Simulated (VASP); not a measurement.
A run of VASP 6.6.1 is set up as follows.

The input INCAR:

```
SYSTEM = Si
PREC = Accurate
ENCUT = 500
EDIFF = 1E-6
ISMEAR = -1
SIGMA = 0.1
LREAL = .False.
LASPH = .True.
NELM = 120
ALGO = Normal
ISIF = 2
LWAVE = .False.
LCHARG = .False.
GGA = PS
NBANDS = 8
GGA_COMPAT = .False.
```

KPOINTS

```
regular mesh
0
Gamma
  19 19 19
  0 0 0
```

POSCAR

```
Si
1.0
   -1.2889711193      1.2889711193      1.2889711193
    1.2889711193     -1.2889711193      1.2889711193
    1.2889711193      1.2889711193     -1.2889711193
Si
1
Direct
    0.0000000000      0.0000000000      0.0000000000
```

Potentials or basis: VASP PAW PBE potentials, release 64 (Si).

The run is started by

```bash
$ cat potpaw_PBE.64/Si/POTCAR > POTCAR
$ mpirun -np 1 vasp_std > vasp.out
```

Question: What does it give for the band gap on the k mesh?

Answer: Zero (band 2 reaches 33.73 eV, above the bottom of band 3 at 14.00 eV).

Question: What does it give for the pressure?

Answer: 149.1 GPa.

Caveat: the PAW data sets were made with another functional, which shifts forces and pressure a little.
